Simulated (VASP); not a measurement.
Here is a VASP 6.6.1 calculation.

POSCAR

```
AlGa3N4
1.0
    4.3983642860      0.0000000000      0.0000000000
    0.0000000000      4.4892430527      0.0000000000
    0.0000000000      0.0000000000      4.4892430527
Al Ga N
1 3 4
Direct
    0.0000000000      0.0000000000      0.0000000000
    0.5000000000      0.5000000000      0.0000000000
    0.5000000000      0.0000000000      0.5000000000
    0.0000000000      0.5000000000      0.5000000000
    0.7555118569      0.7552760610      0.2447239390
    0.7555118569      0.2447239390      0.7552760610
    0.2444881431      0.7552760610      0.7552760610
    0.2444881431      0.2447239390      0.2447239390
```

The input INCAR.step1:

```
SYSTEM = AlGa3N4
  PREC = Accurate
  ENCUT = 520
  ISMEAR = 0
  SIGMA = 0.02
  LREAL = .FALSE.
  LASPH = .TRUE.
  NELM = 80
  NBANDS = 41
  GGA = PE
  ALGO = Normal
  EDIFF = 1E-4
  LWAVE = .TRUE.
  LCHARG = .FALSE.
```

INCAR.step2

```
SYSTEM = AlGa3N4
  PREC = Accurate
  ENCUT = 520
  EDIFF = 1E-6
  ISMEAR = 0
  SIGMA = 0.02
  LREAL = .FALSE.
  LASPH = .TRUE.
  NELM = 80
  ALGO = Normal
  ISIF = 2
  LWAVE = .FALSE.
  LCHARG = .FALSE.
  METAGGA = R2SCAN
  LMIXTAU = .TRUE.
  NBANDS = 41
  ISTART = 1
```

Contents of KPOINTS:

```
regular mesh
0
G
  6 6 6
  0 0 0
```

Potentials or basis: VASP PAW PBE potentials, release 64 (Al, Ga_d, N).

Run with:

```console
$ cat potpaw_PBE.64/Al/POTCAR potpaw_PBE.64/Ga_d/POTCAR potpaw_PBE.64/N/POTCAR > POTCAR
$ cp INCAR.step1 INCAR
$ mpirun -np 1 vasp_std > vasp.out
$ cp INCAR.step2 INCAR
$ mpirun -np 1 vasp_std > vasp.out
```

**Question.** Predict the band gap on the k mesh.

**Answer.** 2.79 eV.

**Question.** Estimate the largest force.

**Answer.** 0.081 eV/Å.

**Question.** What does it give for the pressure?

**Answer.** 1.6 GPa.

Forces in eV/Å, atoms in the order of the input:
```
Al   0.000  0.000  0.000
Ga   0.000  0.000  0.000
Ga   0.000  0.000  0.000
Ga   0.000  0.000  0.000
N    0.047  0.047 -0.047
N    0.047 -0.047  0.047
N   -0.047  0.047  0.047
N   -0.047 -0.047 -0.047
```

Caveat: the cell differs from its parent crystal (uniaxial strain along a: -1.5 %, then relaxed in part); the PAW data sets were made with another functional, which shifts forces and pressure a little.
